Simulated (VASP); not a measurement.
Wanted: the native input for a VASP 6.6.1 run.

| Item | Value |
| --- | --- |
| Task | single point |
| Functional | r2SCAN |
| Potentials or basis | VASP PAW PBE potentials, release 64 (Si, C) |
| Cutoff | 520 eV |
| k mesh | 12 × 12 × 2 |
| Occupations | gaussian, width 0.01 eV |
| Spin | no spin polarisation |
| Dipole correction | no |
| Further INCAR settings | ALGO = Normal; EDIFF = 1e-07; NBANDS = 36 |

The system is SiC.

```xyz
12
Lattice="3.0783 0.0000 0.0000 -1.5392 2.6659 0.0000 0.0000 0.0000 15.1082" Properties=species:S:1:pos:R:3 pbc="T T T"
Si    0.0000    1.7773   12.5848
Si    1.5392    0.8886    5.0307
Si    1.5392    0.8886   10.0696
Si    0.0000    1.7773    2.5155
Si    0.0000    0.0000    7.5498
Si    0.0000    0.0000   15.1039
C     0.0000    0.0000   13.2102
C     0.0000    0.0000    5.6561
C     0.0000    1.7773   10.6967
C     1.5392    0.8886    3.1426
C     1.5392    0.8886    8.1816
C     0.0000    1.7773    0.6275
```

The input as run:

POSCAR

```
SiC
1.0
    3.0783105055      0.0000000000      0.0000000000
   -1.5391552527      2.6658950985      0.0000000000
    0.0000000000      0.0000000000     15.1082189049
Si C
6 6
Direct
    0.3333333333      0.6666666667      0.8329803525
    0.6666666667      0.3333333333      0.3329803525
    0.6666666667      0.3333333333      0.6664987296
    0.3333333333      0.6666666667      0.1664987296
    0.0000000000      0.0000000000      0.4997152403
    0.0000000000      0.0000000000      0.9997152403
    0.0000000000      0.0000000000      0.8743698196
    0.0000000000      0.0000000000      0.3743698196
    0.3333333333      0.6666666667      0.7080026913
    0.6666666667      0.3333333333      0.2080026913
    0.6666666667      0.3333333333      0.5415341665
    0.3333333333      0.6666666667      0.0415341665
```

INCAR.step1

```
PREC = Accurate
ENCUT = 520
ISMEAR = 0
SIGMA = 0.01
LREAL = False
LASPH = True
NELM = 100
NBANDS = 36
GGA = PE
ALGO = Normal
EDIFF = 1E-4
LWAVE = True
LCHARG = False
```

INCAR.step2

```
PREC = Accurate
ENCUT = 520
EDIFF = 1E-7
ISMEAR = 0
SIGMA = 0.01
LREAL = False
LASPH = True
NELM = 100
ALGO = Normal
ISIF = 2
LWAVE = False
LCHARG = False
METAGGA = R2SCAN
LMIXTAU = True
NBANDS = 36
ISTART = 1
```

KPOINTS

```
Automatic mesh
0
Gamma
  12 12 2
```

Potentials or basis: VASP PAW PBE potentials, release 64 (Si, C).

The run is started by

```sh
$ cat potpaw_PBE.64/Si/POTCAR potpaw_PBE.64/C/POTCAR > POTCAR
$ cp INCAR.step1 INCAR
$ mpirun -np 1 vasp_std > vasp.out
$ cp INCAR.step2 INCAR
$ mpirun -np 1 vasp_std > vasp.out
```

Results of the run:

| Item | Value |
| --- | --- |
| Pressure | -0.2 GPa |
| Largest force | 0.003 eV/Å |
| Band gap on the k mesh | 2.40 eV, indirect (least direct gap 3.56 eV) |

Caveat: the PAW data sets were made with another functional, which shifts forces and pressure a little.

It took 8.8 min on 1 thread of Intel(R) Xeon(R) Platinum 8488C (Sapphire Rapids), on a shared host, peak memory 0.32 GiB.
